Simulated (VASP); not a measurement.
Write the native input for VASP 6.6.1 that does the following.

```yaml
Task: single point
Functional: r2SCAN
Potentials_or_basis: VASP PAW PBE potentials, release 64 (Sn_d, O)
Cutoff: 520 eV
k_mesh: 10 × 10 × 10
Occupations: gaussian, width 0.01 eV
Spin: no spin polarisation
Dipole_correction: no
Further_INCAR_settings: ALGO = Normal; EDIFF = 1e-06; NBANDS = 35
```

Crystal: SnO2.

```
Sn O
1.0
    -1.99964    1.99964    5.10125
     1.99964   -1.99964    5.10125
     1.99964    1.99964   -5.10125
Sn O
2 4
Cartesian
  0.0000 1.9996 2.5506
  0.0000 0.0000 0.0000
  0.0000 0.0000 8.1247
  0.0000 1.9996 4.6285
  0.0000 0.0000 2.0778
  0.0000 1.9996 0.4728
```

One way to write it, as run:

POSCAR

```
SnO2
1.0
   -1.9996377157      1.9996377157      5.1012500794
    1.9996377157     -1.9996377157      5.1012500794
    1.9996377157      1.9996377157     -5.1012500794
Sn O
2 4
Direct
    0.7500000000      0.2500000000      0.5000000000
    0.0000000000      0.0000000000      0.0000000000
    0.7963395990      0.7963395990      0.0000000000
    0.9536604010      0.4536604010      0.5000000000
    0.2036604010      0.2036604010      0.0000000000
    0.5463395990      0.0463395990      0.5000000000
```

INCAR.step1

```
SYSTEM = SnO2
ALGO = Normal
EDIFF = 1E-4
ENCUT = 520
GGA = PE
ISMEAR = 0
LASPH = .TRUE.
LCHARG = .FALSE.
LREAL = .FALSE.
LWAVE = .TRUE.
NBANDS = 35
NELM = 60
PREC = Accurate
SIGMA = 0.01
```

INCAR.step2

```
SYSTEM = SnO2
ALGO = Normal
EDIFF = 1E-6
ENCUT = 520
ISIF = 2
ISMEAR = 0
ISTART = 1
LASPH = .TRUE.
LCHARG = .FALSE.
LMIXTAU = .TRUE.
LREAL = .FALSE.
LWAVE = .FALSE.
METAGGA = R2SCAN
NBANDS = 35
NELM = 60
PREC = Accurate
SIGMA = 0.01
```

KPOINTS

```
k-points
0
G
  10 10 10
  0 0 0
```

Potentials or basis: VASP PAW PBE potentials, release 64 (Sn_d, O).

Run with:

```sh
$ cat potpaw_PBE.64/Sn_d/POTCAR potpaw_PBE.64/O/POTCAR > POTCAR
$ cp INCAR.step1 INCAR
$ mpirun -np 1 vasp_std > vasp.out
$ cp INCAR.step2 INCAR
$ mpirun -np 1 vasp_std > vasp.out
```

Results of the run:

* Pressure: 1.0 GPa
* Largest force: 0.042 eV/Å
* Band gap on the k mesh: 2.36 eV (least direct gap 2.77 eV)

Caveat: the PAW data sets were made with another functional, which shifts forces and pressure a little; spin-orbit coupling is left out, which moves the levels of the heavy elements.

Wall time 79 min on 1 thread of Oxide Virtual Turin-like Processor, with other jobs on the host, peak memory 0.45 GiB.
